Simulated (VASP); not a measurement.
# Ba (Im-3m) in VASP: a series of runs

Runs on Ba. Level: LDA. Tasks: single point, relaxation of cell and atoms.

Everything below comes from runs of VASP 6.6.1. Logs are shortened: lines on timing, memory, paths and dates and some standing lists are left out, and cuts for length are marked.

### Step 1. The cell of the first run

The structure is cubic, space group Im-3m (No. 229). Conventional cell: a = 4.758 Å, b = 4.758 Å, c = 4.758 Å, α = 90.00°, β = 90.00°, γ = 90.00°. Ba (site symmetry m-3m) has 14 Ba at 4.12 to 4.76 Å within 5.4 Å.

### Step 2. Single point, LDA

Input file INCAR:

```
ALGO     = Normal         # electronic algorithm
EDIFF    = 1E-7           # SCF threshold, eV
ENCUT    = 520            # plane-wave cutoff, eV
GGA      = CA             # functional
ISIF     = 2              # what is computed and relaxed
ISMEAR   = -1             # smearing method
LASPH    = True           # aspherical terms in the spheres
LCHARG   = False          # write CHGCAR
LREAL    = False          # projectors in reciprocal space
LWAVE    = False          # write WAVECAR
NBANDS   = 11             # bands
NELM     = 80             # most SCF steps
PREC     = Accurate       # precision mode
SIGMA    = 0.05           # smearing width, eV
```

Input file KPOINTS:

```
k-points
0
Gamma
  11 11 11
```

Input file POSCAR:

```
Ba
1.0
   -2.3789389852      2.3789389852      2.3789389852
    2.3789389852     -2.3789389852      2.3789389852
    2.3789389852      2.3789389852     -2.3789389852
Ba
1
Direct
    0.0000000000      0.0000000000      0.0000000000
```

Potentials or basis: VASP PAW LDA potentials, release 64 (Ba_sv).

The run is started by

```sh
$ cat potpaw_LDA.64/Ba_sv/POTCAR > POTCAR
$ mpirun -np 1 vasp_std > vasp.out
```

OUTCAR:

```text
EDIFF = 1E-7
   ENCUT = 520
   GGA = CA
   ISIF = 2
   ISMEAR = -1
   LASPH = True
   LREAL = False
   NELM = 80
   PREC = Accurate

 ion  position               nearest neighbor table
   1  0.000  0.000  0.000-

  LATTYP: Found a body centered cubic cell.
 ALAT       =     4.7578779704

  Lattice vectors:

 A1 = (  -2.3789389852,   2.3789389852,   2.3789389852)
 A2 = (   2.3789389852,  -2.3789389852,   2.3789389852)
 A3 = (   2.3789389852,   2.3789389852,  -2.3789389852)

Analysis of symmetry for initial positions (statically):
=====================================================================
 Subroutine PRICEL returns:
 Original cell was already a primitive cell.

 Routine SETGRP: Setting up the symmetry group for a
 body centered cubic supercell.

 Subroutine GETGRP returns: Found 48 space group operations
 (whereof 48 operations were pure point group operations)
 out of a pool of 48 trial point group operations.

The static configuration has the point symmetry O_h .

Analysis of symmetry for dynamics (positions and initial velocities):
=====================================================================
 Subroutine PRICEL returns:
 Original cell was already a primitive cell.

 Routine SETGRP: Setting up the symmetry group for a
 body centered cubic supercell.

 Subroutine GETGRP returns: Found 48 space group operations
 (whereof 48 operations were pure point group operations)
 out of a pool of 48 trial point group operations.

The dynamic configuration has the point symmetry O_h .

 Subroutine INISYM returns: Found 48 space group operations
 (whereof 48 operations are pure point group operations),
 and found     1 'primitive' translations

----------------------------------------------------------------------------------------

                                     Primitive cell

  volume of cell :      53.8530

  direct lattice vectors                    reciprocal lattice vectors
    -2.378938985  2.378938985  2.378938985     0.000000000  0.210177732  0.210177732
     2.378938985 -2.378938985  2.378938985     0.210177732  0.000000000  0.210177732
     2.378938985  2.378938985 -2.378938985     0.210177732  0.210177732  0.000000000

  length of vectors
     4.120443190  4.120443190  4.120443190     0.297236199  0.297236199  0.297236199

  position of ions in fractional coordinates (direct lattice)
     0.000000000  0.000000000  0.000000000

  ion indices of the primitive-cell ions
   primitive index   ion index
                 1           1

----------------------------------------------------------------------------------------

 KPOINTS: k-points

Automatic generation of k-mesh.
 Grid dimensions read from file:
 generate k-points for:   11   11   11

 Generating k-lattice:

  Cartesian coordinates                     Fractional coordinates (reciprocal lattice)
     0.000000000  0.019107067  0.019107067     0.090909091  0.000000000  0.000000000
     0.019107067  0.000000000  0.019107067     0.000000000  0.090909091  0.000000000
     0.019107067  0.019107067  0.000000000     0.000000000  0.000000000  0.090909091

  Length of vectors
     0.027021473  0.027021473  0.027021473

  Shift w.r.t. Gamma in fractional coordinates (k-lattice)
     0.000000000  0.000000000  0.000000000

 Subroutine IBZKPT returns following result:
 ===========================================

 Found     56 irreducible k-points:

 Following reciprocal coordinates:
            Coordinates               Weight
  0.000000  0.000000  0.000000      1.000000
  0.090909  0.000000  0.000000     12.000000
  0.181818  0.000000  0.000000     12.000000
  0.272727  0.000000  0.000000     12.000000
  0.363636  0.000000  0.000000     12.000000
  0.454545  0.000000  0.000000     12.000000
[... 16 lines left out ...]
  0.272727  0.181818  0.090909     48.000000
  0.363636  0.181818  0.090909     24.000000
 [... further k-points ...]
   k-points           NKPTS =     56   k-points in BZ     NKDIM =     56   number of bands    NBANDS=     11
   number of dos      NEDOS =    301   number of ions     NIONS =      1
   total plane-waves  NPLWV =  32768
   dimension x,y,z NGX =    32 NGY =   32 NGZ =   32
   dimension x,y,z NGXF=    64 NGYF=   64 NGZF=   64
   ions per type =               1
   NGX,Y,Z   is equivalent  to a cutoff of  12.91, 12.91, 12.91 a.u.
   NGXF,Y,Z  is equivalent  to a cutoff of  25.82, 25.82, 25.82 a.u.
 SYSTEM =  unknown system
   PREC   = accura    normal or accurate (medium, high low for compatibility)
   ISTART =      0    job   : 0-new  1-cont  2-samecut
   ICHARG =      2    charge: 1-file 2-atom 10-const
   ISPIN  =      1    spin polarized calculation?
   LNONCOLLINEAR =      F non collinear calculations
   LSORBIT =      F    spin-orbit coupling
   LASPH  =      T    aspherical Exc in radial PAW
   ENCUT  =  520.0 eV  38.22 Ry    6.18 a.u.   7.66  7.66  7.66*2*pi/ulx,y,z
   NELM   =     80;   NELMIN=  2; NELMDL= -5     # of ELM steps
   EDIFF  = 0.1E-06   stopping-criterion for ELM
   LREAL  =      F    real-space projection
   EDIFFG = 0.1E-05   stopping-criterion for IOM
   NSW    =      0    number of steps for IOM
   IBRION =     -1    ionic relax: 0-MD 1-quasi-New 2-CG
   NFREE  =      0    steps in history (QN), initial steepest desc. (CG)
   ISIF   =      2    stress and relaxation
   ISYM   =      2    0-nonsym 1-usesym 2-fastsym
   POTIM  = 0.5000    time-step for ionic-motion
   TEBEG  =    0.0;   TEEND  =   0.0 temperature during run
   PSTRESS=    0.0 pullay stress
   NELECT =      10.0000    total number of electrons
   NUPDOWN=      -1.0000    fix difference up-down
   EMIN   =  10.00;   EMAX   =-10.00  energy-range for DOS
   EFERMI =   0.00;   METHOD = LEGACY
   ISMEAR =    -1;   SIGMA  =   0.05  broadening in eV -4-tet -1-fermi 0-gaus
   EFERMI_NEDOS =   21; number of points for ismear=-14 and -15
   IALGO  =     38    algorithm
   IMIX   =      4    mixing-type and parameters
     AMIX     =   0.40;   BMIX     =  1.00
     AMIX_MAG =   1.60;   BMIX_MAG =  1.00
  volume/ion in A,a.u.               =      53.85       363.42
  Fermi-wavevector in a.u.,A,eV,Ry     =   0.933981  1.764969 11.868650  0.872321
  Thomas-Fermi vector in A             =   2.060739
   LORBIT       =      0    0 simple, 1 ext, 2 COOP (PROOUT), +10 PAW based schemes
   GGA     = CA    functional components
   LHFCALC =     F    Hartree Fock is set to
   AEXX    =    0.0000 exact exchange contribution
   IVDW    =     0    specifies the selected vdW correction
   LEPSILON=     F    determine dielectric tensor
   LRPA    =     F    only Hartree local field effects (RPA)
 non-spin polarized calculation
  energy-cutoff  :      520.00
  volume of cell :       53.85
 maximum number of plane-waves:      1481
   NGX = 15   NGY = 15   NGZ = 15

 number of electron      10.0000000 magnetization

 number of electron       9.9999999 magnetization

 Free energy of the ion-electron system (eV)
  ---------------------------------------------------
  ext. energy  EPLUGINS =         0.00000000
  ---------------------------------------------------
  free energy    TOTEN  =        -2.25546116 eV

  energy without entropy =       -2.24719924  energy(sigma->0) =       -2.25133020

 E-fermi :   1.9629     XC(G=0):  -8.1431

 val. band max:        1.9051667073   @ k =   0.3636   0.2727   0.0000
 cond. band min:       2.0310489722   @ k =  -0.4545   0.4545   0.2727
 fundamental gap:      0.1258822648
 Fermi energy:         1.9628820752

 k-point     1 :       0.0000    0.0000    0.0000
  band No.  band energies     occupation
      1     -26.6033      2.00000
      2     -11.4426      2.00000
      3     -11.4426      2.00000
      4     -11.4426      2.00000
      5      -0.8304      2.00000
      6       3.9032      0.00000
      7       3.9032      0.00000
      8       3.9032      0.00000
      9       5.5936      0.00000
     10       5.5936      0.00000
     11       9.4091      0.00000

 k-point     2 :       0.0909    0.0000    0.0000
  band No.  band energies     occupation
      1     -26.5966      2.00000
      2     -11.5099      2.00000
      3     -11.4625      2.00000
      4     -11.4432      2.00000
      5      -0.6418      2.00000
      6       3.7537      0.00000
      7       3.8276      0.00000
      8       4.0951      0.00000
      9       5.3475      0.00000
     10       5.5770      0.00000
     11       9.6263      0.00000

 k-point     3 :       0.1818    0.0000    0.0000
  band No.  band energies     occupation
      1     -26.5783      2.00000
      2     -11.6840      2.00000
      3     -11.5151      2.00000
      4     -11.4450      2.00000
      5      -0.1370      2.00000
      6       3.4086      0.00000
      7       3.5115      0.00000
      8       4.6581      0.00000
      9       5.1818      0.00000
     10       5.5796      0.00000
     11      10.0520      0.00000

 k-point     4 :       0.2727    0.0000    0.0000
  band No.  band energies     occupation
      1     -26.5542      2.00000
      2     -11.8993      2.00000
      3     -11.5825      2.00000
      4     -11.4473      2.00000
      5       0.4825      2.00000
      6       3.0384      0.00000
      7       3.1803      0.00000
      8       5.3650      0.00000
      9       5.5538      0.00000
     10       5.6874      0.00000
     11       9.8276      0.00000
[... 239 lines left out ...]
 k-point    22 :       0.1818    0.1818    0.0909
  band No.  band energies     occupation
      1     -26.5302      2.00000
      2     -12.0369      2.00000
      3     -11.6399      2.00000
      4     -11.5471      2.00000
      5       1.4301      1.99995
      6       2.6085      0.00000
      7       2.7152      0.00000
      8       5.6995      0.00000
      9       6.0784      0.00000
     10       7.3030      0.00000
     11       9.7756      0.00000

 k-point    23 :       0.2727    0.1818    0.0909
  band No.  band energies     occupation
      1     -26.5172      2.00000
      2     -12.0729      2.00000
      3     -11.7414      2.00000
      4     -11.5666      2.00000
      5       1.7658      1.96193
      6       2.5297      0.00002
      7       2.9258      0.00000
      8       5.8788      0.00000
      9       6.2491      0.00000
     10       7.9811      0.00000
     11       8.8208      0.00000

 k-point    24 :       0.3636    0.1818    0.0909
  band No.  band energies     occupation
      1     -26.5123      2.00000
      2     -12.0757      2.00000
      3     -11.7915      2.00000
      4     -11.5722      2.00000
      5       1.7880      1.94120
      6       2.5081      0.00004
      7       3.2231      0.00000
      8       5.9173      0.00000
      9       6.3266      0.00000
     10       7.7490      0.00000
     11       8.8676      0.00000

 [... further k-points ...]

------------------------ aborting loop because EDIFF is reached ----------------------------------------

  FORCE on cell =-STRESS in cart. coord.  units (eV):
  Direction    XX          YY          ZZ          XY          YZ          ZX
  --------------------------------------------------------------------------------------
  -------------------------------------------------------------------------------------
  Total        0.0308966      0.0308966      0.0308966     -0.0000000      0.0000000     -0.0000000
  in kB        0.9192025      0.9192025      0.9192025     -0.0000000      0.0000000     -0.0000000
  external PRESSURE =       0.9192025 kB  Pullay stress =       0.0000000 kB

 VOLUME and BASIS-vectors are now :
 -----------------------------------------------------------------------------
  energy-cutoff  :      520.00
  volume of cell :       53.85
      direct lattice vectors                 reciprocal lattice vectors
    -2.378938985  2.378938985  2.378938985     0.000000000  0.210177732  0.210177732
     2.378938985 -2.378938985  2.378938985     0.210177732  0.000000000  0.210177732
     2.378938985  2.378938985 -2.378938985     0.210177732  0.210177732  0.000000000

 POSITION                                       TOTAL-FORCE (eV/Angst)
 -----------------------------------------------------------------------------------
      0.00000      0.00000      0.00000         0.000000     -0.000000      0.000000
 -----------------------------------------------------------------------------------
    total drift:                               -0.000000      0.000000      0.000000

  FREE ENERGIE OF THE ION-ELECTRON SYSTEM (eV)
  ---------------------------------------------------
  free  energy   TOTEN  =        -2.2554611627 eV

  energy  without entropy=       -2.2471992435  energy(sigma->0) =       -2.25133020
```

Wall time 16 s (1 thread of Intel Xeon Platinum 8259CL at 2.50GHz (Skylake/Cascade Lake), shared host); peak memory 0.17 GiB.

Results:

| Property | Result |
| --- | --- |
| Free energy | -2.2555 eV |
| Pressure | 0.1 GPa |
| Band gap on the k mesh | zero (bands 5 and 6 overlap by 1.15 eV) |

Levels at points of the mesh, in eV from the Fermi level:
```tsv
k point	band 1	band 2	band 3	band 4	band 5	band 6	band 7	band 8	band 9	band 10
(0.00, 0.00, 0.00)	-28.57	-13.41	-13.41	-13.41	-2.79	1.94	1.94	1.94	3.63	3.63
```

Caveat: spin-orbit coupling is left out, which moves the levels of the heavy elements.

### Step 3. Single point, LDA (53.85 Å³/atom)

Input file INCAR:

```
PREC     = Accurate       # precision mode
ENCUT    = 520            # plane-wave cutoff, eV
EDIFF    = 1E-6           # SCF threshold, eV
ISMEAR   = -1             # smearing method
SIGMA    = 0.05           # smearing width, eV
LREAL    = False          # projectors in reciprocal space
LASPH    = True           # aspherical terms in the spheres
NELM     = 80             # most SCF steps
ALGO     = Normal         # electronic algorithm
ISIF     = 2              # what is computed and relaxed
LWAVE    = False          # write WAVECAR
LCHARG   = False          # write CHGCAR
NBANDS   = 11             # bands
```

Input file KPOINTS:

```
Automatic mesh
0
Gamma
  11 11 11
```

POSCAR is that of step 2.

Potentials or basis: VASP PAW LDA potentials, release 64 (Ba_sv).

The run is started by

```sh
$ cat potpaw_LDA.64/Ba_sv/POTCAR > POTCAR
$ mpirun -np 1 vasp_std > vasp.out
```

Wall time 17 s (1 thread of Intel Xeon Platinum 8259CL at 2.50GHz (Skylake/Cascade Lake), shared host); peak memory 0.17 GiB.

The run converged. Its results:

- Free energy: -2.2555 eV
- Pressure: 0.1 GPa
- Band gap on the k mesh: zero (bands 5 and 6 overlap by 1.15 eV)

Levels at points of the mesh, in eV from the Fermi level:
| k point | band 1 | band 2 | band 3 | band 4 | band 5 | band 6 | band 7 | band 8 | band 9 | band 10 |
| --- | --- | --- | --- | --- | --- | --- | --- | --- | --- | --- |
| (0.00, 0.00, 0.00) | -28.57 | -13.41 | -13.41 | -13.41 | -2.79 | 1.94 | 1.94 | 1.94 | 3.63 | 3.63 |

Caveat: spin-orbit coupling is left out, which moves the levels of the heavy elements.

### Step 4. Relaxation of cell and atoms, LDA

Input file INCAR:

```
ALGO     = Normal         # electronic algorithm
EDIFF    = 1E-6           # SCF threshold, eV
EDIFFG   = -0.005         # ionic threshold
ENCUT    = 600            # plane-wave cutoff, eV
IBRION   = 2              # ionic algorithm
ISIF     = 3              # what is computed and relaxed
ISMEAR   = -1             # smearing method
LASPH    = T              # aspherical terms in the spheres
LCHARG   = F              # write CHGCAR
LREAL    = F              # projectors in reciprocal space
LWAVE    = F              # write WAVECAR
NELM     = 60             # most SCF steps
NSW      = 60             # ionic steps
PREC     = Accurate       # precision mode
SIGMA    = 0.05           # smearing width, eV
```

Input file KPOINTS:

```
k-points
0
Gamma
  11 11 11
```

POSCAR is that of step 3.

The run is started by

```sh
$ cat potpaw_LDA.64/Ba_sv/POTCAR > POTCAR
$ mpirun -np 1 vasp_std > vasp.out
```

Wall time 47 s (1 thread of Intel Xeon Platinum 8259CL at 2.50GHz (Skylake/Cascade Lake), shared host); peak memory 0.18 GiB.

Results (log left out):

| Item | Value |
| --- | --- |
| Free energy | -2.2556 eV |
| Relaxed volume | 54.29 Å³/atom |
| Relaxed cell | a = 4.132 Å, b = 4.132 Å, c = 4.132 Å, α = 109.47°, β = 109.47°, γ = 109.47° |
| Space group after relaxing (to 0.1 Å) | Im-3m (No. 229) |
| Energy gained by relaxing | 0.1 meV/atom |
| Ionic steps | 3 |
| Pressure after relaxing | 0.0 GPa |
| Band gap on the k mesh | zero (bands 5 and 6 overlap by 1.13 eV) |

Step by step:
```tsv
step	energy change (eV)	largest force (eV/Å)	pressure (GPa)	volume (Å³)
1	0.0000	0.0000	0.09	53.85
2	-0.0001	0.0000	0.04	54.09
3	-0.0001	0.0000	0.00	54.29
```

Final structure:
```
Ba
1.0
    -2.38541    2.38541    2.38541
     2.38541   -2.38541    2.38541
     2.38541    2.38541   -2.38541
Ba
1
Direct
  0.00000 0.00000 0.00000
```

Levels at points of the mesh, in eV from the Fermi level:
```
           k point  band 2  band 3  band 4  band 5  band 6  band 7  band 8  band 9
(0.00, 0.00, 0.00)  -13.43  -13.43  -13.43   -2.79    1.93    1.93    1.93    3.61
```

Caveat: spin-orbit coupling is left out, which moves the levels of the heavy elements.

(Continued in part 2 of 2.)
